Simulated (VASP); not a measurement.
Write the native input for VASP 6.6.1 that does the following.

- Task: single point
- Functional: PBE
- Potentials or basis: VASP PAW PBE potentials, release 64 (I, Mg)
- Cutoff: 520 eV
- k mesh: 8 × 8 × 4
- Occupations: fermi-dirac, width 0.05 eV
- Spin: no spin polarisation
- Dipole correction: no
- Further INCAR settings: ALGO = Normal; EDIFF = 1e-06; NBANDS = 15

The structure of MgI2 lies in POSCAR:

```
MgI2
1.0
    4.1400000000      0.0000000000      0.0000000000
   -2.0700000000      3.5853451717      0.0000000000
    0.0000000000      0.0000000000      6.8800000000
I Mg
2 1
Direct
    0.6745580000      0.3387410000      0.7555090000
    0.3284130000      0.6589930000      0.2428380000
    0.0002710000     -0.0060090000     -0.0048160000
```

This cell differs from its parent crystal: atoms moved at random.

The input as run:

INCAR

```
PREC     = Accurate       # precision mode
ENCUT    = 520            # plane-wave cutoff, eV
EDIFF    = 1E-6           # SCF threshold, eV
ISMEAR   = -1             # smearing method
SIGMA    = 0.05           # smearing width, eV
LREAL    = False          # projectors in reciprocal space
LASPH    = True           # aspherical terms in the spheres
NELM     = 60             # most SCF steps
ALGO     = Normal         # electronic algorithm
ISIF     = 2              # what is computed and relaxed
LWAVE    = False          # write WAVECAR
LCHARG   = True           # write CHGCAR
GGA      = PE             # functional
LELF     = True           # ELF
LVHAR    = True         
NBANDS   = 15             # bands
```

KPOINTS

```
Automatic mesh
0
Gamma
  8 8 4
```

Potentials or basis: VASP PAW PBE potentials, release 64 (I, Mg).

Run with:

```bash
$ cat potpaw_PBE.64/I/POTCAR potpaw_PBE.64/Mg/POTCAR > POTCAR
$ mpirun -np 1 vasp_std > vasp.out
```

It gave:

```yaml
Pressure: 1.2 GPa
Largest_force: 0.168 eV/Å
Band_gap_on_the_k_mesh: 3.51 eV (least direct gap 3.71 eV)
```

Caveat: the cell differs from its parent crystal (atoms moved at random); spin-orbit coupling is left out, which moves the levels of the heavy elements.

It took 2.4 min on 1 thread of AMD EPYC 7R43 64-Core Processor (Zen 3) (shared host), peak memory 0.33 GiB.
